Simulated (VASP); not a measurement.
In4SbAs3:

```
As In Sb
1.0
    -3.03331    3.03331    6.06662
     3.03331   -3.03331    6.06662
     3.03331    3.03331   -6.06662
As In Sb
3 4 1
Cartesian
  3.0333 0.0000 3.0333
  0.0000 0.0000 6.0666
  0.0000 3.0333 3.0333
  -1.5167 1.5167 7.5833
  1.5167 1.5167 -1.5167
  1.5167 -1.5167 7.5833
  1.5167 1.5167 4.5500
  0.0000 0.0000 0.0000
```

```yaml
Program: VASP 6.6.1
Task: relaxation of cell and atoms
Functional: PBE
Potentials_or_basis: VASP PAW PBE potentials, release 64 (As, In_d, Sb)
Cutoff: 500 eV
k_mesh: 6 × 6 × 6
Occupations: fermi-dirac, width 0.02 eV
Spin: no spin polarisation
```

At the start: pressure 7.1 GPa; volume 27.91 Å³/atom.

**Question.** How do energy, volume and symmetry change on relaxing?

**Answer.** Over 9 steps the energy falls by 97.2 meV/atom and the volume is 31.26 Å³/atom (+12.0 %); space group I-42m (No. 121, to 0.1 Å) before and after.

Step by step:
| step | energy change (eV) | largest force (eV/Å) | pressure (GPa) | volume (Å³) |
| --- | --- | --- | --- | --- |
| 1 | 0.0000 | 1.3292 | 7.14 | 223.28 |
| 2 | -0.6280 | 0.2971 | -2.33 | 265.95 |
| 3 | -0.7129 | 0.5025 | -0.46 | 253.41 |
| 4 | -0.7559 | 0.2933 | -0.20 | 251.50 |
| 5 | -0.7762 | 0.0641 | 0.19 | 249.03 |
| 6 | -0.7775 | 0.0297 | -0.07 | 250.49 |
| 7 | -0.7775 | 0.0328 | -0.05 | 250.34 |
| 8 | -0.7778 | 0.0106 | -0.01 | 250.14 |
| 9 | -0.7778 | 0.0033 | 0.00 | 250.06 |

Final structure:
```cif
data_structure
_symmetry_space_group_name_H-M 'P 1'
_symmetry_Int_Tables_number 1
_cell_length_a 7.7127
_cell_length_b 7.7127
_cell_length_c 7.7127
_cell_angle_alpha 131.767
_cell_angle_beta 131.767
_cell_angle_gamma 70.598
_cell_volume 250.06
loop_
_atom_site_label
_atom_site_type_symbol
_atom_site_fract_x
_atom_site_fract_y
_atom_site_fract_z
_atom_site_occupancy
As1 As 0.25000 0.75000 0.50000 1
As2 As 0.50000 0.50000 0.00000 1
As3 As 0.75000 0.25000 0.50000 1
In1 In 0.86822 0.38987 0.00000 1
In2 In 0.13178 0.13178 0.52165 1
In3 In 0.38987 0.86822 0.00000 1
In4 In 0.61013 0.61013 0.47835 1
Sb1 Sb 0.00000 0.00000 0.00000 1
```
